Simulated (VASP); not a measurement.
## BP (rocksalt type): single point with PBE

BP (rocksalt type):

```xyz
2
Lattice="0.0000 2.1161 2.1161 2.1161 0.0000 2.1161 2.1161 2.1161 0.0000" Properties=species:S:1:pos:R:3 pbc="T T T"
B     0.0000    0.0000    0.0000
P     2.1161    2.1161    2.1161
```

| Item | Value |
| --- | --- |
| Program | VASP 6.6.1 |
| Task | single point |
| Functional | PBE |
| Potentials or basis | VASP PAW PBE potentials, release 64 (B, P) |
| Cutoff | 520 eV |
| k mesh | 16 × 16 × 16, shifted |
| Occupations | fermi-dirac, width 0.05 eV |
| Spin | no spin polarisation |

- Pressure: 10.9 GPa
- Band gap on the k mesh: zero (bands 4 and 5 overlap by 3.96 eV)

Levels at points of the mesh, in eV from the Fermi level:
| k point | band 1 | band 2 | band 3 | band 4 | band 5 | band 6 | band 7 | band 8 | band 9 |
| --- | --- | --- | --- | --- | --- | --- | --- | --- | --- |
| (0.03, 0.03, 0.03) | -17.60 | -0.14 | 0.00 | 0.00 | 7.61 | 7.88 | 7.90 | 7.90 | 8.84 |

Wall time 24 min on 1 thread of Oxide Virtual Turin-like Processor (shared host), peak memory 1.6 GiB.

Caveat: the cell stands under pressure.
